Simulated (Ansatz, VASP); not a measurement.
# WC in VASP and in Ansatz

```
W C
1.0
     2.91406    0.00000    0.00000
     0.00000    2.91406    0.00000
     0.00000    0.00000    4.32176
W C
1 1
Direct
  0.50000 0.50000 0.50000
  0.00000 0.00000 0.00000
```

Alike in both runs: task relaxation of cell and atoms; functional PBE; k mesh 7 × 7 × 5; occupations gaussian, width 0.2 eV; no spin polarisation.

|  | VASP | Ansatz |
| --- | --- | --- |
| version | VASP 6.6.1 | Ansatz 0.2.0 |
| potentials or method | VASP PAW PBE potentials, release 64 (W_sv, C), cutoff 600 eV | scalar-relativistic, plane waves, PAW |
| valence electrons in the cell | 18 | 18 |

```csv
,VASP,Ansatz,Ansatz less VASP
"gap on the k mesh at the Fermi level, each at its own relaxed structure (eV)",none,none,-
relaxed volume (Å³/atom),10.16,10.14,-0.026
relaxed cell length with the largest relative difference (Å),2.732,2.729,-0.0028
```

A gap of «none» marks a metal or a gap that the smearing closes.

Spin-orbit coupling is off throughout. Noted on VASP's run: the volume moved by over 15 % at a fixed basis, so the end points are rough.
